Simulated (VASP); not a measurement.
Write the native input for VASP 6.6.1 that does the following.

```
Task                   : single point
Functional             : PBE
Potentials or basis    : VASP PAW PBE potentials, release 64 (Mo_sv, S)
Cutoff                 : 520 eV
k mesh                 : 10 × 10 × 1
Occupations            : fermi-dirac, width 0.05 eV
Spin                   : no spin polarisation
Dipole correction      : no
Further INCAR settings : ALGO = Normal; EDIFF = 1e-07; NBANDS = 64
```

The structure of MoS2 lies in POSCAR:

```
MoS2
1.0
    3.1837189491      0.0000000000      0.0000000000
   -1.5918594745      2.7571814884      0.0000000000
    0.0000000000      0.0000000000     34.4792384800
Mo S
4 8
Direct
    0.3333333333      0.6666666667      0.0935556300
    0.3333333333      0.6666666667      0.7209030300
    0.6666666667      0.3333333333      0.2790969700
    0.6666666667      0.3333333333      0.9064443700
    0.6666666667      0.3333333333      0.0485463000
    0.6666666667      0.3333333333      0.6759117500
    0.3333333333      0.6666666667      0.2340896600
    0.3333333333      0.6666666667      0.8614313100
    0.6666666667      0.3333333333      0.1385686900
    0.6666666667      0.3333333333      0.7659103400
    0.3333333333      0.6666666667      0.3240882500
    0.3333333333      0.6666666667      0.9514537000
```

These files were run (other wordings do the same):

INCAR

```
ALGO     = Normal         # electronic algorithm
EDIFF    = 1E-7           # SCF threshold, eV
ENCUT    = 520            # plane-wave cutoff, eV
GGA      = PE             # functional
ISIF     = 2              # what is computed and relaxed
ISMEAR   = -1             # smearing method
LASPH    = True           # aspherical terms in the spheres
LCHARG   = True           # write CHGCAR
LELF     = True           # ELF
LREAL    = False          # projectors in reciprocal space
LVHAR    = True         
LWAVE    = False          # write WAVECAR
NBANDS   = 64             # bands
NELM     = 80             # most SCF steps
PREC     = Accurate       # precision mode
SIGMA    = 0.05           # smearing width, eV
```

KPOINTS

```
k-points
0
Gamma
  10 10 1
```

Potentials or basis: VASP PAW PBE potentials, release 64 (Mo_sv, S).

Launch:

```sh
$ cat potpaw_PBE.64/Mo_sv/POTCAR potpaw_PBE.64/S/POTCAR > POTCAR
$ mpirun -np 1 vasp_std > vasp.out
```

It gave:

* Largest force: 0.207 eV/Å
* Band gap on the k mesh: 1.25 eV (least direct gap 1.87 eV)

It took 17 min on 1 thread of Intel Xeon 8259CL (shared host), peak memory 0.5 GiB.
